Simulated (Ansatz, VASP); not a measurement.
# One calculation of LiCl, two programs

The input POSCAR:

```
LiCl
1.0
    0.0000000000      2.5647700000      2.5647700000
    2.5647700000      0.0000000000      2.5647700000
    2.5647700000      2.5647700000      0.0000000000
Cl Li
1 1
Direct
    0.5000000000      0.5000000000      0.5000000000
    0.0000000000      0.0000000000      0.0000000000
```

File INCAR.step1:

```
  PREC = Accurate
  ENCUT = 520
  EDIFF = 1E-5
  ISMEAR = -1
  SIGMA = 0.05
  LREAL = F
  LASPH = T
  NELM = 80
  ALGO = Normal
  ISIF = 2
  LWAVE = T
  NBANDS = 12
  GGA = PE
```

File INCAR.step2:

```
  PREC = Accurate
  ENCUT = 520
  EDIFF = 1E-6
  ISMEAR = -1
  SIGMA = 0.05
  LREAL = F
  LASPH = T
  NELM = 80
  ALGO = Normal
  ISIF = 2
  LWAVE = F
  LCHARG = T
  GGA = PE
  LHFCALC = T
  AEXX = 0.15
  HFSCREEN = 0.2078699
  PRECFOCK = Normal
  LELF = T
  LVHAR = T
  NBANDS = 12
  ISTART = 1
```

KPOINTS

```
Automatic mesh
0
Gamma
  5 5 5
```

File input.yaml:

```yaml
crystal:
  lattice:
    - [0.0, 2.56477, 2.56477]
    - [2.56477, 0.0, 2.56477]
    - [2.56477, 2.56477, 0.0]
  atoms:
    - { symbol: Cl, position: [0.5, 0.5, 0.5] }
    - { symbol: Li, position: [0.0, 0.0, 0.0] }
hamiltonian:
  xc:
    exchange: pbe
    correlation: pbe
    exx: { coeff: 0.15, omega: 0.2078699 }
  pseudopotentials: { kind: paw }
kpoints:
  mp_grid: { grid: [5, 5, 5] }
scf:
  occupations: { method: fermi_dirac, width: 0.05 }
output:
  forces: true
  stress: true
  eigenvalues: true
  write_density: true
  write_potential: true
  elf: true
  volumetric_format: npy
```

Alike in both runs: task single point; functional PBE-based screened hybrid with a share of 0.15 of exact exchange and HFSCREEN = 0.2078699; k mesh 5 × 5 × 5; occupations fermi-dirac, width 0.05 eV; no spin polarisation.

|  | VASP | Ansatz |
| --- | --- | --- |
| version | VASP 6.6.1 | Ansatz 0.2.0 |
| potentials or method | VASP PAW PBE potentials, release 64 (Cl, Li_sv) | Ansatz PAW |
| plane-wave cutoff (eV) | 520 | 420 |
| valence electrons in the cell | 10 | 10 |

|  | VASP | Ansatz | Ansatz less VASP |
| --- | --- | --- | --- |
| gap on the k mesh at the Fermi level (eV) | 7.17 | 7.16 | -0.010 |
| least direct gap on the mesh (eV) | 7.17 | 7.16 | -0.010 |

VASP's potentials were made for PBE, not for PBE-based screened hybrid. The functional is the same, so the differences come from potentials, cutoffs and numerics.

The k mesh is coarse, so the values compare programs but aren't converged. Noted on VASP's run: the cutoff is under 1.25 times that of the potentials, so the pressure is a little rough. Noted on Ansatz's run: odd divisions of the mesh miss points on the zone boundary, where band edges often lie, so the gap on the mesh can be too wide.
